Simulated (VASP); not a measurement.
Runs of VASP 6.6.1 on HfN (WC type). The structure is that of space group P-6m2 (No. 187), or close to it. The cells are those of the table. 

```tsv
task	cell	cutoff (eV)	gap on the mesh (eV)	pressure (GPa)
single point	a = 2.749, b = 2.749, c = 2.668 Å, angles 90.0, 90.0, 120.0°, 2 atoms	520	none	146.5
single point	a = 2.961, b = 2.961, c = 2.810 Å, angles 90.0, 90.0, 120.0°, 2 atoms	520	none	36.4
single point	a = 2.859, b = 2.859, c = 2.740 Å, angles 90.0, 90.0, 120.0°, 2 atoms	520	none	79.5
single point	a = 2.627, b = 2.627, c = 2.596 Å, angles 90.0, 90.0, 120.0°, 2 atoms	520	none	(a)
single point	a = 3.101, b = 3.101, c = 2.911 Å, angles 90.0, 90.0, 120.0°, 2 atoms	520	none	-1.9
single point	a = 3.033, b = 3.033, c = 2.861 Å, angles 90.0, 90.0, 120.0°, 2 atoms	520	none	(b)
single point	a = 2.474, b = 2.474, c = 2.516 Å, angles 90.0, 90.0, 120.0°, 2 atoms	520	none	459.9
relaxation of shape and atoms at fixed volume	relaxed from a = 2.541, b = 2.541, c = 2.385 Å, angles 90.0, 90.0, 120.0°, 2 atoms	600	none	459.6
```

Alike in all rows: level PBE; potentials or basis VASP PAW PBE potentials, release 64 (Hf_pv, N); no spin polarisation; k mesh 16 × 16 × 14; smearing fermi-dirac 0.1 eV.

Q: Fill in the values left out.

A: (a) 253.3; (b) 14.3.

Caveats: spin-orbit coupling is left out, which moves the levels of the heavy elements; the cell stands under pressure (at least some runs).

A k mesh can miss the band edges, and the runs leave out spin-orbit coupling on Hf.

A gap of «none» marks levels without a gap at the run's occupations.
